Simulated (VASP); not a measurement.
# Si2Ni in VASP: a series of runs

Runs on Si2Ni. Level: PBE. Tasks: single point.

All numbers are computed with VASP 6.6.1; they aren't measurements. Logs are shortened: lines on timing, memory, paths and dates and some standing lists are left out, and cuts for length are marked.

### 1 The cell of the first run

The structure is cubic, space group Fm-3m (No. 225). The conventional cell has a = 5.406 Å, b = 5.406 Å, c = 5.406 Å, α = 90.00°, β = 90.00°, γ = 90.00°. Within 3.1 Å of Si (site symmetry -43m) lie 4 Ni at 2.34 Å and 6 Si at 2.70 Å. Ni (site symmetry m-3m) has 8 Si at 2.34 Å within 3.1 Å.

### 2 Single point, PBE, collinear spin, ferromagnetic start

Contents of INCAR:

```
PREC = Accurate ; ENCUT = 600
EDIFF = 1E-6 ; ISMEAR = -1
SIGMA = 0.1 ; LREAL = F
LASPH = T ; NELM = 200
ALGO = Normal ; ISIF = 2
LWAVE = F ; LCHARG = T
ISPIN = 2 ; MAGMOM = 0 0 1.5
LORBIT = 11 ; LMAXMIX = 4
GGA = PE ; LELF = T
LVHAR = T ; NBANDS = 20
GGA_COMPAT = F
```

Contents of KPOINTS:

```
Automatic mesh
0
Gamma
  11 11 11
```

Contents of POSCAR:

```
Si2Ni
1.0
    0.0000000000      2.7030000000      2.7030000000
    2.7030000000      0.0000000000      2.7030000000
    2.7030000000      2.7030000000      0.0000000000
Si Ni
2 1
Direct
    0.2500000000      0.2500000000      0.2500000000
    0.7500000000      0.7500000000      0.7500000000
    0.0000000000      0.0000000000      0.0000000000
```

Potentials or basis: VASP PAW PBE potentials, release 64 (Si, Ni).

Launch:

```sh
cat potpaw_PBE.64/Si/POTCAR potpaw_PBE.64/Ni/POTCAR > POTCAR
mpirun -np 1 vasp_std > vasp.out
```

OUTCAR:

```text
PREC = Accurate
   ENCUT = 600
   EDIFF = 1E-6
   ISMEAR = -1
   LREAL = F
   LASPH = T
   NELM = 200
   ISIF = 2
   ISPIN = 2
   LORBIT = 11
   GGA = PE

 ion  position               nearest neighbor table
   1  0.250  0.250  0.250-   3 2.34   3 2.34   3 2.34   3 2.34   2 2.70   2 2.70   2 2.70   2 2.70
                             2 2.70   2 2.70
   2  0.750  0.750  0.750-   3 2.34   3 2.34   3 2.34   3 2.34   1 2.70   1 2.70   1 2.70   1 2.70
                             1 2.70   1 2.70
   3  0.000  0.000  0.000-   2 2.34   1 2.34   2 2.34   1 2.34   2 2.34   2 2.34   1 2.34   1 2.34

  LATTYP: Found a face centered cubic cell.
 ALAT       =     5.4060000000

  Lattice vectors:

 A1 = (   0.0000000000,   2.7030000000,   2.7030000000)
 A2 = (   2.7030000000,   0.0000000000,   2.7030000000)
 A3 = (   2.7030000000,   2.7030000000,   0.0000000000)

Analysis of symmetry for initial positions (statically):
=====================================================================
 Subroutine PRICEL returns:
 Original cell was already a primitive cell.

 Routine SETGRP: Setting up the symmetry group for a
 face centered cubic supercell.

 Subroutine GETGRP returns: Found 48 space group operations
 (whereof 48 operations were pure point group operations)
 out of a pool of 48 trial point group operations.

The static configuration has the point symmetry O_h .

Analysis of symmetry for dynamics (positions and initial velocities):
=====================================================================
 Subroutine PRICEL returns:
 Original cell was already a primitive cell.

 Routine SETGRP: Setting up the symmetry group for a
 face centered cubic supercell.

 Subroutine GETGRP returns: Found 48 space group operations
 (whereof 48 operations were pure point group operations)
 out of a pool of 48 trial point group operations.

The dynamic configuration has the point symmetry O_h .

Analysis of structural, dynamic, and magnetic symmetry:
=====================================================================
 Subroutine PRICEL returns:
 Original cell was already a primitive cell.

 Routine SETGRP: Setting up the symmetry group for a
 face centered cubic supercell.

 Subroutine GETGRP returns: Found 48 space group operations
 (whereof 48 operations were pure point group operations)
 out of a pool of 48 trial point group operations.

The overall configuration has the point symmetry O_h .

 Subroutine INISYM returns: Found 48 space group operations
 (whereof 48 operations are pure point group operations),
 and found     1 'primitive' translations

----------------------------------------------------------------------------------------

                                     Primitive cell

  volume of cell :      39.4974

  direct lattice vectors                    reciprocal lattice vectors
     0.000000000  2.703000000  2.703000000    -0.184979652  0.184979652  0.184979652
     2.703000000  0.000000000  2.703000000     0.184979652 -0.184979652  0.184979652
     2.703000000  2.703000000  0.000000000     0.184979652  0.184979652 -0.184979652

  length of vectors
     3.822619259  3.822619259  3.822619259     0.320394156  0.320394156  0.320394156

  position of ions in fractional coordinates (direct lattice)
     0.250000000  0.250000000  0.250000000
     0.750000000  0.750000000  0.750000000
     0.000000000  0.000000000  0.000000000

  ion indices of the primitive-cell ions
   primitive index   ion index
                 1           1
                 2           2
                 3           3

----------------------------------------------------------------------------------------

 KPOINTS: Automatic mesh

Automatic generation of k-mesh.
 Grid dimensions read from file:
 generate k-points for:   11   11   11

 Generating k-lattice:

  Cartesian coordinates                     Fractional coordinates (reciprocal lattice)
    -0.016816332  0.016816332  0.016816332     0.090909091  0.000000000  0.000000000
     0.016816332 -0.016816332  0.016816332     0.000000000  0.090909091  0.000000000
     0.016816332  0.016816332 -0.016816332     0.000000000  0.000000000  0.090909091

  Length of vectors
     0.029126741  0.029126741  0.029126741

  Shift w.r.t. Gamma in fractional coordinates (k-lattice)
     0.000000000  0.000000000  0.000000000

 Subroutine IBZKPT returns following result:
 ===========================================

 Found     56 irreducible k-points:

 Following reciprocal coordinates:
            Coordinates               Weight
  0.000000  0.000000  0.000000      1.000000
  0.090909  0.000000  0.000000      8.000000
  0.181818  0.000000  0.000000      8.000000
  0.272727  0.000000  0.000000      8.000000
  0.363636  0.000000  0.000000      8.000000
  0.454545  0.000000  0.000000      8.000000
[... 16 lines left out ...]
 -0.272727  0.181818  0.000000     24.000000
 -0.181818  0.181818  0.000000     12.000000
 [... further k-points ...]
   k-points           NKPTS =     56   k-points in BZ     NKDIM =     56   number of bands    NBANDS=     20
   number of dos      NEDOS =    301   number of ions     NIONS =      3
   total plane-waves  NPLWV =  32768
   dimension x,y,z NGX =    32 NGY =   32 NGZ =   32
   dimension x,y,z NGXF=    64 NGYF=   64 NGZF=   64
   ions per type =               2   1
   NGX,Y,Z   is equivalent  to a cutoff of  13.92, 13.92, 13.92 a.u.
   NGXF,Y,Z  is equivalent  to a cutoff of  27.83, 27.83, 27.83 a.u.
 SYSTEM =  unknown system
   PREC   = accura    normal or accurate (medium, high low for compatibility)
   ISTART =      0    job   : 0-new  1-cont  2-samecut
   ICHARG =      2    charge: 1-file 2-atom 10-const
   ISPIN  =      2    spin polarized calculation?
   LNONCOLLINEAR =      F non collinear calculations
   LSORBIT =      F    spin-orbit coupling
   LASPH  =      T    aspherical Exc in radial PAW
   ENCUT  =  600.0 eV  44.10 Ry    6.64 a.u.   7.63  7.63  7.63*2*pi/ulx,y,z
   NELM   =    200;   NELMIN=  2; NELMDL= -5     # of ELM steps
   EDIFF  = 0.1E-05   stopping-criterion for ELM
   LREAL  =      F    real-space projection
   EDIFFG = 0.1E-04   stopping-criterion for IOM
   NSW    =      0    number of steps for IOM
   IBRION =     -1    ionic relax: 0-MD 1-quasi-New 2-CG
   NFREE  =      0    steps in history (QN), initial steepest desc. (CG)
   ISIF   =      2    stress and relaxation
   ISYM   =      2    0-nonsym 1-usesym 2-fastsym
   POTIM  = 0.5000    time-step for ionic-motion
   TEBEG  =    0.0;   TEEND  =   0.0 temperature during run
   PSTRESS=    0.0 pullay stress
   NELECT =      18.0000    total number of electrons
   NUPDOWN=      -1.0000    fix difference up-down
   EMIN   =  10.00;   EMAX   =-10.00  energy-range for DOS
   EFERMI =   0.00;   METHOD = LEGACY
   ISMEAR =    -1;   SIGMA  =   0.10  broadening in eV -4-tet -1-fermi 0-gaus
   EFERMI_NEDOS =   21; number of points for ismear=-14 and -15
   IALGO  =     38    algorithm
   IMIX   =      4    mixing-type and parameters
     AMIX     =   0.40;   BMIX     =  1.00
     AMIX_MAG =   1.60;   BMIX_MAG =  1.00
  volume/ion in A,a.u.               =      13.17        88.85
  Fermi-wavevector in a.u.,A,eV,Ry     =   1.259823  2.380721 21.594550  1.587155
  Thomas-Fermi vector in A             =   2.393364
   LORBIT       =     11    0 simple, 1 ext, 2 COOP (PROOUT), +10 PAW based schemes
   GGA     = PE    functional components
   LHFCALC =     F    Hartree Fock is set to
   AEXX    =    0.0000 exact exchange contribution
   IVDW    =     0    specifies the selected vdW correction
   LEPSILON=     F    determine dielectric tensor
   LRPA    =     F    only Hartree local field effects (RPA)
 spin polarized calculation
  energy-cutoff  :      600.00
  volume of cell :       39.50
 maximum number of plane-waves:      1363
   NGX = 15   NGY = 15   NGZ = 15

 number of electron      18.0000004 magnetization       0.0003054

 number of electron      18.0000004 magnetization      -0.0001123

 Free energy of the ion-electron system (eV)
  ---------------------------------------------------
  ext. energy  EPLUGINS =         0.00000000
  ---------------------------------------------------
  free energy    TOTEN  =       -17.37412480 eV

  energy without entropy =      -17.34520691  energy(sigma->0) =      -17.35966586

 E-fermi :  10.4290     XC(G=0): -11.5870

 val. band max:       10.3854501045   @ k =  -0.4545   0.4545   0.0909
 cond. band min:      10.4357810031   @ k =   0.2727   0.1818   0.0000
 fundamental gap:      0.0503308986
 Fermi energy:        10.4290042529

 spin component 1

 k-point     1 :       0.0000    0.0000    0.0000
  band No.  band energies     occupation
      1      -3.3993      1.00000
      2       5.2470      1.00000
      3       5.2470      1.00000
      4       5.2470      1.00000
      5       6.9368      1.00000
      6       6.9368      1.00000
[... 12 lines left out ...]
     19      19.6263      0.00000
[... 513 lines left out ...]
      4       5.7638      1.00000
      5       6.5483      1.00000
      6       7.0463      1.00000
[... 12 lines left out ...]
     19      23.4997      0.00000
     20      25.0917      0.00000

 [... further k-points ...]

 spin component 2

 k-point     1 :       0.0000    0.0000    0.0000
  band No.  band energies     occupation
      1      -3.3994      1.00000
      2       5.2469      1.00000
      3       5.2469      1.00000
      4       5.2469      1.00000
      5       6.9369      1.00000
      6       6.9369      1.00000
[... 12 lines left out ...]
     19      19.6263      0.00000
[... 513 lines left out ...]
      4       5.7637      1.00000
      5       6.5484      1.00000
      6       7.0464      1.00000
[... 12 lines left out ...]
     19      23.4996      0.00000
     20      25.0916      0.00000

 [... further k-points ...]

------------------------ aborting loop because EDIFF is reached ----------------------------------------

  FORCE on cell =-STRESS in cart. coord.  units (eV):
  Direction    XX          YY          ZZ          XY          YZ          ZX
  --------------------------------------------------------------------------------------
  -------------------------------------------------------------------------------------
  Total        0.7739840      0.7739840      0.7739840      0.0000000      0.0000000     -0.0000000
  in kB       31.3960087     31.3960087     31.3960087      0.0000000      0.0000000     -0.0000000
  external PRESSURE =      31.3960087 kB  Pullay stress =       0.0000000 kB

 VOLUME and BASIS-vectors are now :
 -----------------------------------------------------------------------------
  energy-cutoff  :      600.00
  volume of cell :       39.50
      direct lattice vectors                 reciprocal lattice vectors
     0.000000000  2.703000000  2.703000000    -0.184979652  0.184979652  0.184979652
     2.703000000  0.000000000  2.703000000     0.184979652 -0.184979652  0.184979652
     2.703000000  2.703000000  0.000000000     0.184979652  0.184979652 -0.184979652

 POSITION                                       TOTAL-FORCE (eV/Angst)
 -----------------------------------------------------------------------------------
      1.35150      1.35150      1.35150        -0.000000     -0.000000     -0.000000
      4.05450      4.05450      4.05450         0.000000      0.000000      0.000000
      0.00000      0.00000      0.00000         0.000000      0.000000      0.000000
 -----------------------------------------------------------------------------------
    total drift:                                0.000000     -0.000000      0.000000

  FREE ENERGIE OF THE ION-ELECTRON SYSTEM (eV)
  ---------------------------------------------------
  free  energy   TOTEN  =       -17.3741247983 eV

  energy  without entropy=      -17.3452069124  energy(sigma->0) =      -17.35966586

 total charge

# of ion       s       p       d       tot
------------------------------------------
    1        0.740   0.845   0.000   1.586
    2        0.740   0.845   0.000   1.586
    3        0.559   0.800   8.448   9.807
--------------------------------------------------
tot          2.040   2.491   8.448  12.978

 magnetization (x)

# of ion       s       p       d       tot
------------------------------------------
    1       -0.000  -0.000   0.000  -0.000
    2       -0.000  -0.000   0.000  -0.000
    3       -0.000  -0.000   0.000   0.000
--------------------------------------------------
tot         -0.000  -0.000   0.000  -0.000
```

Run time: 2.8 min. Hardware: 1 thread of Oxide Virtual Turin-like, shared host; peak memory 0.22 GiB.

Results:

* Free energy: -17.3741 eV
* Pressure: 3.1 GPa
* Band gap on the k mesh: zero (filled and empty bands overlap)
* Net moment: 0.00 μB per cell
* Valence electrons inside the program's atomic spheres: Si 1.59; Ni 9.81

Levels at points of the mesh, in eV from the Fermi level:
Spin up:
```csv
k point,band 7,band 8,band 9,band 10,band 11,band 12
"(0.00, 0.00, 0.00)",-0.28,1.72,1.72,1.72,2.31,2.31
```
Spin down:
```
           k point  band 6  band 7  band 8  band 9  band 10  band 11  band 12  band 13
(0.00, 0.00, 0.00)   -3.49   -0.28    1.72    1.72     1.72     2.31     2.31     2.31
```

Caveat: the cell stands under pressure; the moments typed at the start vanished in this run.

### 3 Single point, PBE, collinear spin, ferromagnetic start

This run uses another cell than the first one, of 12.84 Å³/atom.

Contents of INCAR:

```
SYSTEM = Si2Ni
ALGO = Normal
EDIFF = 1E-6
ENCUT = 600
GGA = PE
GGA_COMPAT = .FALSE.
ISIF = 2
ISMEAR = -1
ISPIN = 2
LASPH = .TRUE.
LCHARG = .FALSE.
LMAXMIX = 4
LORBIT = 11
LREAL = .FALSE.
LWAVE = .FALSE.
MAGMOM = 0 0 1.5
NBANDS = 20
NELM = 200
PREC = Accurate
SIGMA = 0.1
```

Contents of KPOINTS:

```
k-points
0
G
  11 11 11
  0 0 0
```

Contents of POSCAR:

```
Si2Ni
1.0
    0.0000000000      2.7030000000      2.6354250000
    2.7030000000      0.0000000000      2.6354250000
    2.7030000000      2.7030000000      0.0000000000
Si Ni
2 1
Direct
    0.2500000000      0.2500000000      0.2500000000
    0.7500000000      0.7500000000      0.7500000000
    0.0000000000      0.0000000000      0.0000000000
```

Potentials or basis: VASP PAW PBE potentials, release 64 (Si, Ni).

Launch:

```sh
cat potpaw_PBE.64/Si/POTCAR potpaw_PBE.64/Ni/POTCAR > POTCAR
mpirun -np 1 vasp_std > vasp.out
```

OUTCAR:

```text
SYSTEM = Si2Ni
   EDIFF = 1E-6
   ENCUT = 600
   GGA = PE
   ISIF = 2
   ISMEAR = -1
   ISPIN = 2
   LASPH = .TRUE.
   LORBIT = 11
   LREAL = .FALSE.
   NELM = 200
   PREC = Accurate

 ion  position               nearest neighbor table
   1  0.250  0.250  0.250-   3 2.32   3 2.32   3 2.32   3 2.32   2 2.64   2 2.64   2 2.70   2 2.70
                             2 2.70   2 2.70
   2  0.750  0.750  0.750-   3 2.32   3 2.32   3 2.32   3 2.32   1 2.64   1 2.64   1 2.70   1 2.70
                             1 2.70   1 2.70
   3  0.000  0.000  0.000-   1 2.32   2 2.32   2 2.32   2 2.32   2 2.32   1 2.32   1 2.32   1 2.32

[... 1333 lines left out ...]
  energy-cutoff  :      600.00
  volume of cell :       38.51
      direct lattice vectors                 reciprocal lattice vectors
     0.000000000  2.703000000  2.635425000    -0.184979652  0.184979652  0.189722720
     2.703000000  0.000000000  2.635425000     0.184979652 -0.184979652  0.189722720
     2.703000000  2.703000000  0.000000000     0.184979652  0.184979652 -0.189722720

 POSITION                                       TOTAL-FORCE (eV/Angst)
 -----------------------------------------------------------------------------------
      1.35150      1.35150      1.31771         0.000000      0.000000     -0.000000
      4.05450      4.05450      3.95314        -0.000000     -0.000000      0.000000
      0.00000      0.00000      0.00000         0.000000     -0.000000      0.000000
 -----------------------------------------------------------------------------------
    total drift:                                0.000000     -0.000000     -0.000000

  FREE ENERGIE OF THE ION-ELECTRON SYSTEM (eV)
  ---------------------------------------------------
  free  energy   TOTEN  =       -17.3383373186 eV

  energy  without entropy=      -17.3101987863  energy(sigma->0) =      -17.32426805

 total charge

# of ion       s       p       d       tot
------------------------------------------
    1        0.736   0.864   0.000   1.600
    2        0.736   0.864   0.000   1.600
    3        0.572   0.837   8.463   9.872
--------------------------------------------------
tot          2.045   2.564   8.463  13.072

 magnetization (x)

# of ion       s       p       d       tot
------------------------------------------
    1       -0.000  -0.000   0.000  -0.000
    2       -0.000  -0.000   0.000  -0.000
    3       -0.000  -0.000   0.000   0.000
--------------------------------------------------
tot         -0.000  -0.000   0.000  -0.000
```

stdout:

```text
POSCAR found type information on POSCAR SiNi
 POSCAR found :  2 types and       3 ions
 scaLAPACK will be used
 LDA part: xc-table for (Slater+PW92), standard interpolation
 POSCAR, INCAR and KPOINTS ok, starting setup
 FFT: planning ... GRIDC
 FFT: planning ... GRID_SOFT
 FFT: planning ... GRID
 WAVECAR not read
 entering main loop
```

Wall time 4.7 min (1 thread of Oxide Virtual Turin-like, shared host); peak memory 0.28 GiB.

What came out:

```
Free energy                                           : -17.3383 eV
Pressure                                              : 7.4 GPa
Band gap on the k mesh                                : zero (filled and empty bands overlap)
Net moment                                            : 0.00 μB per cell
Valence electrons inside the program's atomic spheres : Si 1.60; Ni 9.87
```

Levels at points of the mesh, in eV from the Fermi level:
Spin up:
```tsv
k point	band 6	band 7	band 8	band 9	band 10	band 11	band 12	band 13
(0.00, 0.00, 0.00)	-3.62	-0.09	1.51	1.84	1.84	2.15	2.15	2.42
```
Spin down:
```tsv
k point	band 5	band 6	band 7	band 8	band 9	band 10	band 11	band 12	band 13	band 14
(0.00, 0.00, 0.00)	-3.70	-3.62	-0.09	1.51	1.84	1.84	2.15	2.15	2.42	4.50
```

Caveat: the cell stands under pressure; the moments typed at the start vanished in this run.

### 4 Single point, PBE, collinear spin, ferromagnetic start

This run uses another cell than the first one, of 13.49 Å³/atom.

Contents of INCAR:

```
PREC = Accurate ; ENCUT = 600
EDIFF = 1E-6 ; ISMEAR = -1
SIGMA = 0.1 ; LREAL = False
LASPH = True ; NELM = 200
ALGO = Normal ; ISIF = 2
LWAVE = False ; LCHARG = False
ISPIN = 2 ; MAGMOM = 0 0 1.5
LORBIT = 11 ; LMAXMIX = 4
GGA = PE ; NBANDS = 20
GGA_COMPAT = False
```

Contents of KPOINTS:

```
regular mesh
0
Gamma
  11 11 11
```

Contents of POSCAR:

```
Si2Ni
1.0
    0.0000000000      2.7030000000      2.7705750000
    2.7030000000      0.0000000000      2.7705750000
    2.7030000000      2.7030000000      0.0000000000
Si Ni
2 1
Direct
    0.2500000000      0.2500000000      0.2500000000
    0.7500000000      0.7500000000      0.7500000000
    0.0000000000      0.0000000000      0.0000000000
```

Launch:

```sh
cat potpaw_PBE.64/Si/POTCAR potpaw_PBE.64/Ni/POTCAR > POTCAR
mpirun -np 1 vasp_std > vasp.out
```

It took 4.6 min on 1 thread of Oxide Virtual Turin-like, shared host; peak memory 0.3 GiB.

The run converged. Its results:

```
Free energy                                           : -17.3799 eV
Pressure                                              : -0.6 GPa
Band gap on the k mesh                                : zero (filled and empty bands overlap)
Net moment                                            : 0.00 μB per cell
Valence electrons inside the program's atomic spheres : Si 1.57; Ni 9.74
```

Stress tensor (GPa, compression positive):
```
-0.14  0.00  0.00
 0.00 -0.14  0.00
 0.00  0.00 -1.42
```

Levels at points of the mesh, in eV from the Fermi level:
Spin up:
| k point | band 6 | band 7 | band 8 | band 9 | band 10 | band 11 | band 12 | band 13 |
| --- | --- | --- | --- | --- | --- | --- | --- | --- |
| (0.00, 0.00, 0.00) | -3.29 | -0.43 | 1.62 | 1.62 | 1.92 | 2.18 | 2.47 | 2.47 |
Spin down:
| k point | band 6 | band 7 | band 8 | band 9 | band 10 | band 11 | band 12 | band 13 |
| --- | --- | --- | --- | --- | --- | --- | --- | --- |
| (0.00, 0.00, 0.00) | -3.29 | -0.43 | 1.62 | 1.62 | 1.92 | 2.18 | 2.47 | 2.47 |

Caveat: the moments typed at the start vanished in this run.

The gap in the log of VASP goes by the Fermi energy; the results here count the filled bands.